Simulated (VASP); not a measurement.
# TiB2 (P6/mmm) in VASP: notebook

The runs below take TiB2 through single point, with LDA, PBE-based global hybrid, PBE0.

All numbers are computed with VASP 6.6.1; they aren't measurements. Logs are shortened: lines on timing, memory, paths and dates and some standing lists are left out, and cuts for length are marked.

### Step 1. The cell of the first run

It takes space group P6/mmm (No. 191, hexagonal). Conventional cell: a = 3.069 Å, b = 3.069 Å, c = 3.271 Å, α = 90.00°, β = 90.00°, γ = 120.00°. Within 3.2 Å of Ti (site symmetry 6/mmm) lie 12 B at 2.41 Å and 6 Ti at 3.07 Å. B (site symmetry -6m2) has 3 B at 1.77 Å within 2.4 Å.

### Step 2. Single point, LDA (volume scaled by 1.04)

File INCAR:

```
SYSTEM = TiB2
PREC     = Accurate       ! precision mode
ENCUT    = 520            ! plane-wave cutoff, eV
EDIFF    = 1E-6           ! SCF threshold, eV
ISMEAR   = -1             ! smearing method
SIGMA    = 0.05           ! smearing width, eV
LREAL    = .False.        ! projectors in reciprocal space
LASPH    = .True.         ! aspherical terms in the spheres
NELM     = 100            ! most SCF steps
ALGO     = Normal         ! electronic algorithm
ISIF     = 2              ! what is computed and relaxed
LWAVE    = .False.        ! write WAVECAR
LCHARG   = .False.        ! write CHGCAR
NBANDS   = 16             ! bands
```

File KPOINTS:

```
regular mesh
0
Gamma
  10 10 8
  0 0 0
```

File POSCAR:

```
TiB2
1.0
    3.0690624661      0.0000000000      0.0000000000
   -1.5345312330      2.6578860614      0.0000000000
    0.0000000000      0.0000000000      3.2708838193
Ti B
1 2
Direct
    0.0000000000      0.0000000000      0.0000000000
    0.6666666667      0.3333333333      0.5000000000
    0.3333333333      0.6666666667      0.5000000000
```

Potentials or basis: VASP PAW LDA potentials, release 64 (Ti_sv, B).

Run with:

```sh
cat potpaw_LDA.64/Ti_sv/POTCAR potpaw_LDA.64/B/POTCAR > POTCAR
mpirun -np 1 vasp_std > vasp.out
```

OUTCAR:

```text
SYSTEM = TiB2
   PREC = Accurate
   ENCUT = 520
   EDIFF = 1E-6
   ISMEAR = -1
   LREAL = .False.
   LASPH = .True.
   NELM = 100
   ISIF = 2

 ion  position               nearest neighbor table
   1  0.000  0.000  0.000-   2 2.41   3 2.41   2 2.41   3 2.41   3 2.41   3 2.41   2 2.41   2 2.41
                             2 2.41   2 2.41   3 2.41   3 2.41
   2  0.667  0.333  0.500-   3 1.77   3 1.77   3 1.77   1 2.41   1 2.41   1 2.41   1 2.41   1 2.41
                             1 2.41
   3  0.333  0.667  0.500-   2 1.77   2 1.77   2 1.77   1 2.41   1 2.41   1 2.41   1 2.41   1 2.41
                             1 2.41

  LATTYP: Found a hexagonal cell.
 ALAT       =     3.0690624661
 C/A-ratio  =     1.0657599366

  Lattice vectors:

 A1 = (   3.0690624661,   0.0000000000,   0.0000000000)
 A2 = (  -1.5345312330,   2.6578860614,   0.0000000000)
 A3 = (   0.0000000000,   0.0000000000,   3.2708838193)

Analysis of symmetry for initial positions (statically):
=====================================================================
 Subroutine PRICEL returns:
 Original cell was already a primitive cell.

 Routine SETGRP: Setting up the symmetry group for a
 hexagonal supercell.

 Subroutine GETGRP returns: Found 24 space group operations
 (whereof 24 operations were pure point group operations)
 out of a pool of 24 trial point group operations.

The static configuration has the point symmetry D_6h.

Analysis of symmetry for dynamics (positions and initial velocities):
=====================================================================
 Subroutine PRICEL returns:
 Original cell was already a primitive cell.

 Routine SETGRP: Setting up the symmetry group for a
 hexagonal supercell.

 Subroutine GETGRP returns: Found 24 space group operations
 (whereof 24 operations were pure point group operations)
 out of a pool of 24 trial point group operations.

The dynamic configuration has the point symmetry D_6h.

 Subroutine INISYM returns: Found 24 space group operations
 (whereof 24 operations are pure point group operations),
 and found     1 'primitive' translations

----------------------------------------------------------------------------------------

                                     Primitive cell

  volume of cell :      26.6813

  direct lattice vectors                    reciprocal lattice vectors
     3.069062466  0.000000000  0.000000000     0.325832404  0.188119426  0.000000000
    -1.534531233  2.657886061  0.000000000     0.000000000  0.376238852  0.000000000
     0.000000000  0.000000000  3.270883819     0.000000000  0.000000000  0.305727765

  length of vectors
     3.069062466  3.069062466  3.270883819     0.376238852  0.376238852  0.305727765

  position of ions in fractional coordinates (direct lattice)
     0.000000000  0.000000000  0.000000000
     0.666666667  0.333333333  0.500000000
     0.333333333  0.666666667  0.500000000

  ion indices of the primitive-cell ions
   primitive index   ion index
                 1           1
                 2           2
                 3           3

----------------------------------------------------------------------------------------

 KPOINTS: regular mesh

Automatic generation of k-mesh.
 Grid dimensions read from file:
 generate k-points for:   10   10    8

 Generating k-lattice:

  Cartesian coordinates                     Fractional coordinates (reciprocal lattice)
     0.032583240  0.018811943  0.000000000     0.100000000  0.000000000  0.000000000
     0.000000000  0.037623885  0.000000000     0.000000000  0.100000000  0.000000000
     0.000000000  0.000000000  0.038215971     0.000000000  0.000000000  0.125000000

  Length of vectors
     0.037623885  0.037623885  0.038215971

  Shift w.r.t. Gamma in fractional coordinates (k-lattice)
     0.000000000  0.000000000  0.000000000

 Subroutine IBZKPT returns following result:
 ===========================================

 Found     70 irreducible k-points:

 Following reciprocal coordinates:
            Coordinates               Weight
  0.000000  0.000000  0.000000      1.000000
  0.100000  0.000000  0.000000      6.000000
  0.200000  0.000000  0.000000      6.000000
  0.300000  0.000000  0.000000      6.000000
  0.400000  0.000000  0.000000      6.000000
  0.500000  0.000000  0.000000      3.000000
[... 16 lines left out ...]
  0.300000  0.100000  0.125000     24.000000
  0.400000  0.100000  0.125000     24.000000
 [... further k-points ...]
   k-points           NKPTS =     70   k-points in BZ     NKDIM =     70   number of bands    NBANDS=     16
   number of dos      NEDOS =    301   number of ions     NIONS =      3
   total plane-waves  NPLWV =  13824
   dimension x,y,z NGX =    24 NGY =   24 NGZ =   24
   dimension x,y,z NGXF=    48 NGYF=   48 NGZF=   48
   ions per type =               1   2
   NGX,Y,Z   is equivalent  to a cutoff of  13.00, 13.00, 12.20 a.u.
   NGXF,Y,Z  is equivalent  to a cutoff of  26.00, 26.00, 24.40 a.u.
 SYSTEM =  TiB2
   PREC   = accura    normal or accurate (medium, high low for compatibility)
   ISTART =      0    job   : 0-new  1-cont  2-samecut
   ICHARG =      2    charge: 1-file 2-atom 10-const
   ISPIN  =      1    spin polarized calculation?
   LNONCOLLINEAR =      F non collinear calculations
   LSORBIT =      F    spin-orbit coupling
   LASPH  =      T    aspherical Exc in radial PAW
   ENCUT  =  520.0 eV  38.22 Ry    6.18 a.u.   5.71  5.71  6.08*2*pi/ulx,y,z
   NELM   =    100;   NELMIN=  2; NELMDL= -5     # of ELM steps
   EDIFF  = 0.1E-05   stopping-criterion for ELM
   LREAL  =      F    real-space projection
   EDIFFG = 0.1E-04   stopping-criterion for IOM
   NSW    =      0    number of steps for IOM
   IBRION =     -1    ionic relax: 0-MD 1-quasi-New 2-CG
   NFREE  =      0    steps in history (QN), initial steepest desc. (CG)
   ISIF   =      2    stress and relaxation
   ISYM   =      2    0-nonsym 1-usesym 2-fastsym
   POTIM  = 0.5000    time-step for ionic-motion
   TEBEG  =    0.0;   TEEND  =   0.0 temperature during run
   PSTRESS=    0.0 pullay stress
   NELECT =      18.0000    total number of electrons
   NUPDOWN=      -1.0000    fix difference up-down
   EMIN   =  10.00;   EMAX   =-10.00  energy-range for DOS
   EFERMI =   0.00;   METHOD = LEGACY
   ISMEAR =    -1;   SIGMA  =   0.05  broadening in eV -4-tet -1-fermi 0-gaus
   EFERMI_NEDOS =   21; number of points for ismear=-14 and -15
   IALGO  =     38    algorithm
   IMIX   =      4    mixing-type and parameters
     AMIX     =   0.40;   BMIX     =  1.00
     AMIX_MAG =   1.60;   BMIX_MAG =  1.00
  volume/ion in A,a.u.               =       8.89        60.02
  Fermi-wavevector in a.u.,A,eV,Ry     =   1.435809  2.713285 28.049047  2.061547
  Thomas-Fermi vector in A             =   2.555066
   LORBIT       =      0    0 simple, 1 ext, 2 COOP (PROOUT), +10 PAW based schemes
   GGA     = CA    functional components
   LHFCALC =     F    Hartree Fock is set to
   AEXX    =    0.0000 exact exchange contribution
   IVDW    =     0    specifies the selected vdW correction
   LEPSILON=     F    determine dielectric tensor
   LRPA    =     F    only Hartree local field effects (RPA)
 non-spin polarized calculation
  energy-cutoff  :      520.00
  volume of cell :       26.68
 maximum number of plane-waves:       736
 NGX is ok and might be reduce to    24
   NGX = 11   NGY = 11   NGZ = 13

 number of electron      18.0000001 magnetization

 Free energy of the ion-electron system (eV)
  ---------------------------------------------------
  ext. energy  EPLUGINS =         0.00000000
  ---------------------------------------------------
  free energy    TOTEN  =       -26.78245628 eV

  energy without entropy =      -26.77601416  energy(sigma->0) =      -26.77923522

 E-fermi :   9.4249     XC(G=0): -12.7649

 val. band max:        9.3994652331   @ k =   0.2000   0.2000   0.1250
 cond. band min:       9.4286894152   @ k =   0.3000   0.2000   0.0000
 fundamental gap:      0.0292241821
 Fermi energy:         9.4248577992

 k-point     1 :       0.0000    0.0000    0.0000
  band No.  band energies     occupation
      1     -46.8450      2.00000
      2     -23.5732      2.00000
      3     -23.2828      2.00000
      4     -23.2828      2.00000
      5      -3.5901      2.00000
      6       6.9850      2.00000
[... 8 lines left out ...]
     15      15.1254      0.00000
     16      16.2530      0.00000

 k-point     2 :       0.1000    0.0000    0.0000
  band No.  band energies     occupation
      1     -46.8403      2.00000
      2     -23.5673      2.00000
      3     -23.3184      2.00000
      4     -23.2909      2.00000
      5      -3.4047      2.00000
      6       6.4624      2.00000
[... 8 lines left out ...]
     15      16.1490      0.00000
     16      16.8359      0.00000

 k-point     3 :       0.2000    0.0000    0.0000
  band No.  band energies     occupation
      1     -46.8282      2.00000
      2     -23.5520      2.00000
      3     -23.4105      2.00000
      4     -23.3121      2.00000
      5      -2.8628      2.00000
      6       5.1872      2.00000
[... 8 lines left out ...]
     15      17.0585      0.00000
     16      18.1701      0.00000

 k-point     4 :       0.3000    0.0000    0.0000
  band No.  band energies     occupation
      1     -46.8131      2.00000
      2     -23.5330      2.00000
      3     -23.5227      2.00000
      4     -23.3382      2.00000
      5      -2.0013      2.00000
      6       3.6159      2.00000
[... 8 lines left out ...]
     15      16.5218      0.00000
     16      18.2433      0.00000
[... 324 lines left out ...]
 k-point    22 :       0.2000    0.1000    0.1250
  band No.  band energies     occupation
      1     -46.8165      2.00000
      2     -23.5642      2.00000
      3     -23.4721      2.00000
      4     -23.3356      2.00000
      5      -2.1871      2.00000
      6       4.4368      2.00000
[... 8 lines left out ...]
     15      17.2381      0.00000
     16      18.5556      0.00000

 k-point    23 :       0.3000    0.1000    0.1250
  band No.  band energies     occupation
      1     -46.8029      2.00000
      2     -23.5662      2.00000
      3     -23.5455      2.00000
      4     -23.3656      2.00000
      5      -1.2254      2.00000
      6       2.8982      2.00000
[... 8 lines left out ...]
     15      17.4806      0.00000
     16      18.9062      0.00000

 k-point    24 :       0.4000    0.1000    0.1250
  band No.  band energies     occupation
      1     -46.7944      2.00000
      2     -23.6229      2.00000
      3     -23.5347      2.00000
      4     -23.3840      2.00000
      5      -0.0280      2.00000
      6       1.3812      2.00000
[... 8 lines left out ...]
     15      17.7543      0.00000
     16      18.7256      0.00000

 [... further k-points ...]
[... 5 lines left out ...]
  --------------------------------------------------------------------------------------
  -------------------------------------------------------------------------------------
  Total       -3.2680867     -3.2680867     -3.1027498     -0.0000000      0.0000000     -0.0000000
  in kB     -196.2442524   -196.2442524   -186.3159942     -0.0000000      0.0000000     -0.0000000
  external PRESSURE =    -192.9348330 kB  Pullay stress =       0.0000000 kB

 VOLUME and BASIS-vectors are now :
 -----------------------------------------------------------------------------
  energy-cutoff  :      520.00
  volume of cell :       26.68
      direct lattice vectors                 reciprocal lattice vectors
     3.069062466  0.000000000  0.000000000     0.325832404  0.188119426  0.000000000
    -1.534531233  2.657886061  0.000000000     0.000000000  0.376238852  0.000000000
     0.000000000  0.000000000  3.270883819     0.000000000  0.000000000  0.305727765

 POSITION                                       TOTAL-FORCE (eV/Angst)
 -----------------------------------------------------------------------------------
      0.00000      0.00000      0.00000        -0.000000      0.000000      0.000000
      1.53453      0.88596      1.63544         0.000000      0.000000      0.000000
     -0.00000      1.77192      1.63544        -0.000000     -0.000000      0.000000
 -----------------------------------------------------------------------------------
    total drift:                               -0.000000      0.000000      0.000000

  FREE ENERGIE OF THE ION-ELECTRON SYSTEM (eV)
  ---------------------------------------------------
  free  energy   TOTEN  =       -26.7824562756 eV

  energy  without entropy=      -26.7760141630  energy(sigma->0) =      -26.77923522
```

Wall time 44 s (1 thread of Intel Xeon 8259CL, shared host); peak memory 0.15 GiB.

Results:

- Free energy: -26.7825 eV
- Pressure: -19.3 GPa
- Band gap on the k mesh: zero (band 9 reaches 9.84 eV, above the bottom of band 10 at 9.31 eV)

Levels at points of the mesh, in eV from the Fermi level:
```csv
k point,band 7,band 8,band 9,band 10,band 11,band 12
"(0.00, 0.00, 0.00)",-2.44,-2.17,-1.96,1.83,1.83,3.52
"(0.50, 0.00, 0.00)",-3.09,-3.02,-2.10,1.31,2.64,3.08
"(0.00, 0.00, 0.50)",-0.46,-0.46,-0.11,-0.11,0.46,0.46
"(0.50, 0.00, 0.50)",-4.40,-3.60,-2.97,2.37,2.80,4.28
```

Caveat: the cell differs from its parent crystal (volume scaled by 1.04).

### Step 3. Single point, PBE-based global hybrid

This run uses another cell than the first one, of 8.55 Å³/atom, 0.962 times its volume.

File POSCAR:

```
TiB2
1.0
    3.0292000000      0.0000000000      0.0000000000
   -1.5146000000      2.6233641531      0.0000000000
    0.0000000000      0.0000000000      3.2284000000
Ti B
1 2
Direct
    0.0000000000      0.0000000000      0.0000000000
    0.6666666667      0.3333333333      0.5000000000
    0.3333333333      0.6666666667      0.5000000000
```

File INCAR.step1:

```
SYSTEM = TiB2
PREC = Accurate
ENCUT = 520
EDIFF = 1E-5
ISMEAR = -1
SIGMA = 0.05
LREAL = .FALSE.
LASPH = .TRUE.
NELM = 100
ALGO = Normal
ISIF = 2
LWAVE = .TRUE.
NBANDS = 16
GGA = PE
```

File INCAR.step2:

```
SYSTEM = TiB2
PREC = Accurate
ENCUT = 520
EDIFF = 1E-6
ISMEAR = -1
SIGMA = 0.05
LREAL = .FALSE.
LASPH = .TRUE.
NELM = 100
ALGO = Normal
ISIF = 2
LWAVE = .FALSE.
LCHARG = .TRUE.
GGA = PE
LHFCALC = .TRUE.
AEXX = 0.5
PRECFOCK = Normal
LELF = .TRUE.
LVHAR = .TRUE.
NBANDS = 16
ISTART = 1
```

File KPOINTS:

```
regular mesh
0
G
  6 6 5
  0 0 0
```

Potentials or basis: VASP PAW PBE potentials, release 64 (Ti_sv, B).

Run with:

```sh
cat potpaw_PBE.64/Ti_sv/POTCAR potpaw_PBE.64/B/POTCAR > POTCAR
cp INCAR.step1 INCAR
mpirun -np 1 vasp_std > vasp.out
cp INCAR.step2 INCAR
mpirun -np 1 vasp_std > vasp.out
```

Run time: 23 min. Hardware: 1 thread of Intel Xeon Platinum 8488C (Sapphire Rapids), shared host; peak memory 0.16 GiB.

Results (log left out):

| Property | Result |
| --- | --- |
| Free energy | -34.7373 eV |
| Pressure | -10.0 GPa |
| Band gap on the k mesh | zero (band 9 reaches 11.33 eV, above the bottom of band 10 at 10.90 eV) |

Stress tensor (GPa, compression positive):
```
 -9.50   0.00   0.00
  0.00  -9.50   0.00
  0.00   0.00 -11.11
```

Levels at points of the mesh, in eV from the Fermi level:
```csv
k point,band 6,band 7,band 8,band 9,band 10,band 11,band 12,band 13
"(0.00, 0.00, 0.00)",-5.16,-5.16,-4.97,-4.30,3.40,3.40,5.36,5.36
"(0.50, 0.00, 0.00)",-13.80,-6.08,-5.80,-4.47,2.54,4.17,4.43,5.02
```

Caveat: the k points lie up to 0.40 Å⁻¹ apart; the PAW data sets were made with another functional, which shifts forces and pressure a little.

### Step 4. Single point, PBE-based global hybrid

This run uses another cell than the first one, of 8.55 Å³/atom, 0.962 times its volume.

POSCAR is that of step 3.

File INCAR.step1:

```
ALGO = Normal ; EDIFF = 1E-5
ENCUT = 520 ; GGA = PE
ISIF = 2 ; ISMEAR = -1
LASPH = T ; LCHARG = F
LREAL = F ; LWAVE = T
NBANDS = 16 ; NELM = 80
PREC = Accurate ; SIGMA = 0.05
```

File INCAR.step2:

```
AEXX = 0.1 ; ALGO = Normal
EDIFF = 1E-6 ; ENCUT = 520
GGA = PE ; ISIF = 2
ISMEAR = -1 ; ISTART = 1
LASPH = T ; LCHARG = F
LHFCALC = T ; LREAL = F
LWAVE = F ; NBANDS = 16
NELM = 80 ; PREC = Accurate
PRECFOCK = Normal ; SIGMA = 0.05
```

File KPOINTS:

```
k-points
0
Gamma
  6 6 5
```

Run with:

```sh
cat potpaw_PBE.64/Ti_sv/POTCAR potpaw_PBE.64/B/POTCAR > POTCAR
cp INCAR.step1 INCAR
mpirun -np 1 vasp_std > vasp.out
cp INCAR.step2 INCAR
mpirun -np 1 vasp_std > vasp.out
```

Wall time 26 min (1 thread of Intel Xeon Platinum 8259CL at 2.50GHz (Skylake/Cascade Lake), shared host); peak memory 0.15 GiB.

Results (log left out):

| Quantity | Value |
| --- | --- |
| Free energy | -26.4014 eV |
| Pressure | -1.7 GPa |
| Band gap on the k mesh | zero (band 9 reaches 10.19 eV, above the bottom of band 10 at 10.15 eV) |

Stress tensor (GPa, compression positive):
```
-0.98  0.00  0.00
 0.00 -0.98  0.00
 0.00  0.00 -3.23
```

Levels at points of the mesh, in eV from the Fermi level:
```tsv
k point	band 5	band 6	band 7	band 8	band 9	band 10	band 11	band 12	band 13	band 14
(0.00, 0.00, 0.00)	-14.50	-3.00	-3.00	-2.73	-2.45	2.27	2.27	4.10	4.10	6.12
(0.50, 0.00, 0.00)	-10.15	-10.03	-3.71	-3.63	-2.60	1.66	3.18	3.65	3.67	7.77
```

Caveat: the k points lie up to 0.40 Å⁻¹ apart; the PAW data sets were made with another functional, which shifts forces and pressure a little.

### Step 5. Single point, PBE0

This run uses another cell than the first one, of 8.55 Å³/atom, 0.962 times its volume.

POSCAR is that of step 4.

File INCAR.step1:

```
ALGO = Normal
EDIFF = 1E-5
ENCUT = 520
GGA = PE
ISIF = 2
ISMEAR = -1
LASPH = T
LREAL = F
LWAVE = T
NBANDS = 16
NELM = 60
PREC = Accurate
SIGMA = 0.05
```

File INCAR.step2:

```
AEXX = 0.25
ALGO = Normal
EDIFF = 1E-6
ENCUT = 520
GGA = PE
ISIF = 2
ISMEAR = -1
ISTART = 1
LASPH = T
LCHARG = T
LELF = T
LHFCALC = T
LREAL = F
LVHAR = T
LWAVE = F
NBANDS = 16
NELM = 60
PREC = Accurate
PRECFOCK = Normal
SIGMA = 0.05
```

KPOINTS is that of step 4.

Run with:

```sh
cat potpaw_PBE.64/Ti_sv/POTCAR potpaw_PBE.64/B/POTCAR > POTCAR
cp INCAR.step1 INCAR
mpirun -np 1 vasp_std > vasp.out
cp INCAR.step2 INCAR
mpirun -np 1 vasp_std > vasp.out
```

Run time: 36 min. Hardware: 1 thread of Intel Xeon Platinum 8259CL at 2.50GHz (Skylake/Cascade Lake), shared host; peak memory 0.15 GiB.

Results (log left out):

| Quantity | Value |
| --- | --- |
| Free energy | -29.4732 eV |
| Pressure | -5.0 GPa |
| Band gap on the k mesh | zero (band 9 reaches 10.60 eV, above the bottom of band 10 at 10.43 eV) |

Stress tensor (GPa, compression positive):
```
-4.39  0.00  0.00
 0.00 -4.39  0.00
 0.00  0.00 -6.36
```

Levels at points of the mesh, in eV from the Fermi level:
```csv
k point,band 7,band 8,band 9,band 10,band 11,band 12
"(0.00, 0.00, 0.00)",-3.81,-3.56,-3.15,2.67,2.67,4.56
"(0.50, 0.00, 0.00)",-4.59,-4.45,-3.31,1.97,3.63,3.86
```

Caveat: the k points lie up to 0.40 Å⁻¹ apart; the PAW data sets were made with another functional, which shifts forces and pressure a little.

### Step 6. The runs side by side

| level | potentials or basis | cell | k mesh | grid for exact exchange (PRECFOCK) | share of exact exchange | gap on the mesh (eV) | pressure (GPa) |
| --- | --- | --- | --- | --- | --- | --- | --- |
| LDA | VASP PAW LDA potentials, release 64 (Ti_sv, B) | a = 3.069, b = 3.069, c = 3.271 Å, angles 90.0, 90.0, 120.0°, 3 atoms | 10 × 10 × 8 | - | - | none | -19.3 |
| PBE-based global hybrid | VASP PAW PBE potentials, release 64 (Ti_sv, B) | a = 3.029, b = 3.029, c = 3.228 Å, angles 90.0, 90.0, 120.0°, 3 atoms | 6 × 6 × 5 | Normal | 0.5 | none | -10.0 |
| PBE-based global hybrid | VASP PAW PBE potentials, release 64 (Ti_sv, B) | a = 3.029, b = 3.029, c = 3.228 Å, angles 90.0, 90.0, 120.0°, 3 atoms | 6 × 6 × 5 | Normal | 0.1 | none | -1.7 |
| PBE0 | VASP PAW PBE potentials, release 64 (Ti_sv, B) | a = 3.029, b = 3.029, c = 3.228 Å, angles 90.0, 90.0, 120.0°, 3 atoms | 6 × 6 × 5 | Normal | - | none | -5.0 |

Alike in all rows: task single point; no spin polarisation; cutoff (eV) 520; smearing fermi-dirac 0.05 eV.

Caveats: some runs use coarse meshes; the PAW data sets were made with another functional, which shifts forces and pressure a little (some runs).

Absolute energies hang on the potentials; compare differences alone.
